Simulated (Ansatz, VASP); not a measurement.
**One calculation of SrAl2Br2, two programs**

```
Sr Br Al
1.0
     2.25745    3.91002    0.00000
    -2.25745    3.91002    0.00000
     0.00000    0.00000    7.84269
Sr Br Al
1 2 2
Direct
  0.00000 0.00000 0.00000
  0.33333 0.33334 0.26840
  0.66667 0.66666 0.73160
  0.33333 0.33334 0.63830
  0.66667 0.66666 0.36170
```

Alike in both runs: task single point; functional r2SCAN; k mesh 5 × 5 × 3; occupations gaussian, width 0.1049 eV; no spin polarisation.

```csv
,VASP,Ansatz
version,VASP 6.6.1,Ansatz 0.2.0
potentials or method,"VASP PAW PBE potentials, release 64 (Sr_sv, Br, Al), cutoff 520 eV",PAW plane waves
valence electrons in the cell,30,30
```

|  | VASP | Ansatz | Ansatz less VASP |
| --- | --- | --- | --- |
| gap on the k mesh at the Fermi level (eV) | none | none | - |
| pressure (GPa) | 7.1 | 7.1 | +0.07 |
| traceless stress, the component that is largest in VASP (GPa) | -1.06 | -1.10 | -0.033 |
| rms of the force components (eV/Å) | 0.819 | 0.824 | +0.0050 |

VASP's potentials were made for PBE, not for r2SCAN. Atom by atom the forces differ by 0.005 eV/Å (rms over components). A gap of «none» marks a metal or a gap that the smearing closes. Ansatz's warnings: structure snapped to symmetry.
